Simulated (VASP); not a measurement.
Ge: single point with PBE

Ge:

```
CELL_PARAMETERS angstrom
6.67845 0.02162 -0.15030
0.02162 7.03262 -0.16915
-0.15030 -0.16915 6.87530
ATOMIC_POSITIONS crystal
Ge 0.16453 0.84174 0.90527
Ge 0.54325 0.20854 0.83131
Ge 0.67698 0.90808 0.63995
Ge 0.95745 0.15443 0.53886
Ge 0.38256 0.07894 0.15367
Ge 0.89921 0.20634 0.89455
Ge 0.05576 0.52802 0.75682
Ge 0.98234 0.57264 0.38323
Ge 0.42621 0.49571 0.61642
Ge 0.16521 0.36691 0.12079
Ge 0.26484 0.87766 0.54824
Ge 0.54418 0.72845 0.33027
Ge 0.68212 0.33169 0.34558
Ge 0.76885 0.85766 0.02221
```

```json
{
 "Program": "VASP 6.6.1",
 "Task": "single point",
 "Functional": "PBE",
 "Potentials or basis": "VASP PAW PBE potentials, release 64 (Ge_d)",
 "Cutoff": "410 eV",
 "k mesh": "1 × 1 × 1, shifted",
 "Occupations": "fermi-dirac, width 0.05 eV",
 "Spin": "no spin polarisation",
 "Dipole correction": "no",
 "Mended": "yes",
 "Further INCAR settings": "ALGO = Normal; EDIFF = 1e-06; NBANDS = 111; ISYM = -1"
}
```

```json
{
 "Pressure": "-1.2 GPa",
 "Largest force": "1.243 eV/Å"
}
```

Forces on the atoms (eV/Å):
```
Ge   0.070  0.257  0.551
Ge  -1.196 -0.338  0.015
Ge   0.196 -0.010  0.227
Ge   0.455 -0.422 -0.296
Ge   0.945 -0.350 -0.218
Ge   0.770 -0.115  0.668
Ge  -0.155 -0.218  0.218
Ge  -0.250 -0.348 -0.498
Ge   0.540  0.378  0.022
Ge  -0.585  0.765  0.277
Ge  -0.351  0.408  0.018
Ge  -0.318  0.057 -0.273
Ge  -0.210 -0.093 -0.124
Ge   0.088  0.029 -0.585
```

Stress tensor (GPa, compression positive):
```
 0.25  1.87  1.71
 1.87 -0.74  3.24
 1.71  3.24 -3.05
```

Levels at points of the mesh, in eV from the Fermi level:
```tsv
k point	band 96	band 97	band 98	band 99	band 100	band 101
(0.25, 0.25, 0.25)	-0.94	-0.65	-0.35	0.35	0.75	1.08
```

Run time: 120 s on 1 thread of Intel(R) Xeon(R) Platinum 8259CL CPU @ 2.50GHz (Skylake/Cascade Lake) (shared host), peak memory 0.3 GiB.

Caveat: the atoms stand as in a frame of molecular dynamics.
